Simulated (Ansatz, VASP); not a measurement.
# Two plane-wave programs on Si

Contents of INCAR:

```
PREC     = Accurate       # precision mode
ENCUT    = 520            # plane-wave cutoff, eV
EDIFF    = 1E-6           # SCF threshold, eV
ISMEAR   = 0              # smearing method
SIGMA    = 0.02           # smearing width, eV
LREAL    = F              # projectors in reciprocal space
LASPH    = T              # aspherical terms in the spheres
NELM     = 100            # most SCF steps
ALGO     = Normal         # electronic algorithm
ISIF     = 2              # what is computed and relaxed
LWAVE    = F              # write WAVECAR
LCHARG   = T              # write CHGCAR
GGA      = PE             # functional
LELF     = T              # ELF
LVHAR    = T            
NBANDS   = 11             # bands
```

KPOINTS

```
regular mesh
0
Gamma
  10 10 10
```

POSCAR

```
Si
1.0
    0.0000000000      2.6207517324      2.6207517324
    2.6207517324      0.0000000000      2.6207517324
    2.6207517324      2.6207517324      0.0000000000
Si
2
Direct
    0.7500000000      0.7500000000      0.7500000000
    0.5000000000      0.5000000000      0.5000000000
```

Input for Ansatz:

```yaml
crystal:
  lattice:
    - [0.0, 2.6207517324, 2.6207517324]
    - [2.6207517324, 0.0, 2.6207517324]
    - [2.6207517324, 2.6207517324, 0.0]
  atoms:
    - { symbol: Si, position: [0.75, 0.75, 0.75] }
    - { symbol: Si, position: [0.5, 0.5, 0.5] }
basis:
  ecutwfc: 420
kpoints:
  mp_grid: { grid: [10, 10, 10] }
hamiltonian:
  xc: pbe
scf:
  occupations: { method: gaussian, width: 0.02 }
output:
  forces: true
  stress: true
  eigenvalues: true
```

Alike in both runs: task single point; functional PBE; k mesh 10 × 10 × 10; occupations gaussian, width 0.02 eV; no spin polarisation.

|  | VASP | Ansatz |
| --- | --- | --- |
| version | VASP 6.6.1 | Ansatz 0.2.0 |
| potentials or method | VASP PAW PBE potentials, release 64 (Si), cutoff 520 eV | scalar-relativistic, plane waves, PAW |
| valence electrons in the cell | 8 | 8 |

```csv
,VASP,Ansatz,Ansatz less VASP
gap on the k mesh at the Fermi level (eV),0.38,0.38,-0.002
least direct gap on the mesh (eV),2.60,2.60,-0.006
pressure (GPa),14.8,14.9,+0.09
```
